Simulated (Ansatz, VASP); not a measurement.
# One calculation of InAsS4, two programs

File INCAR:

```
PREC = Accurate
ENCUT = 600
EDIFF = 1E-6
ISMEAR = 0
SIGMA = 0.1
LREAL = F
LASPH = T
NELM = 80
ALGO = Normal
ISIF = 3
LWAVE = F
LCHARG = F
GGA = PE
IBRION = 2
NSW = 100
EDIFFG = -0.01
```

File KPOINTS:

```
regular mesh
0
Gamma
  8 8 8
```

File POSCAR:

```
InAsS4
1.0
    0.0000000000      3.8924203649      3.8924203649
    3.8924203649      0.0000000000      3.8924203649
    3.8924203649      3.8924203649      0.0000000000
In As S
1 1 4
Direct
    0.2500000000      0.2500000000      0.2500000000
    0.0000000000      0.0000000000      0.0000000000
    0.6155849545      0.6155849545      0.1532451364
    0.6155849545      0.1532451364      0.6155849545
    0.6155849545      0.6155849545      0.6155849545
    0.1532451364      0.6155849545      0.6155849545
```

Input for Ansatz:

```yaml
crystal:
  lattice:
    - [0.0, 3.8924203649, 3.8924203649]
    - [3.8924203649, 0.0, 3.8924203649]
    - [3.8924203649, 3.8924203649, 0.0]
  atoms:
    - { symbol: In, position: [0.25, 0.25, 0.25] }
    - { symbol: As, position: [0.0, 0.0, 0.0] }
    - { symbol: S, position: [0.6155849545, 0.6155849545, 0.1532451364] }
    - { symbol: S, position: [0.6155849545, 0.1532451364, 0.6155849545] }
    - { symbol: S, position: [0.6155849545, 0.6155849545, 0.6155849545] }
    - { symbol: S, position: [0.1532451364, 0.6155849545, 0.6155849545] }
basis:
  ecutwfc: 420
kpoints:
  mp_grid: { grid: [8, 8, 8] }
hamiltonian:
  xc: pbe
scf:
  occupations: { method: gaussian, width: 0.1 }
output:
  forces: true
  stress: true
  eigenvalues: true
  write_density: true
  write_potential: true
  elf: true
  volumetric_format: npy
relax:
  adjacent_minimum: "off"
  f_tol: 0.01
  max_steps: 80
  cell: { stress_tol: 0.05 }
```

Change from the starting cell: species swapped into the TmCu4Ag type (F-43m, No. 216).

Alike in both runs: task relaxation of cell and atoms; functional PBE; k mesh 8 × 8 × 8; occupations gaussian, width 0.1 eV; no spin polarisation.

```csv
,VASP,Ansatz
version,VASP 6.6.1,Ansatz 0.2.0
potentials or method,"VASP PAW PBE potentials, release 64 (In_d, As, S), cutoff 600 eV","scalar-relativistic, plane waves, PAW"
valence electrons in the cell,42,52
```

VASP gave:

| Item | Value |
| --- | --- |
| gap on the k mesh at the Fermi level, each at its own relaxed structure (eV) | none |
| relaxed volume (Å³/atom) | 19.24 |
| relaxed cell length with the largest relative difference (Å) | 5.466 |

Question: Estimate Ansatz's values.

Answer: gap on the k mesh at the Fermi level, each at its own relaxed structure (eV): none; relaxed volume (Å³/atom): 19.25; relaxed cell length with the largest relative difference (Å): 5.467.

A gap of «none» marks a metal or a gap that the smearing closes. VASP's potentials hold 42 valence electrons a cell and Ansatz's 52, so a difference there can come from the potentials and not from the codes.
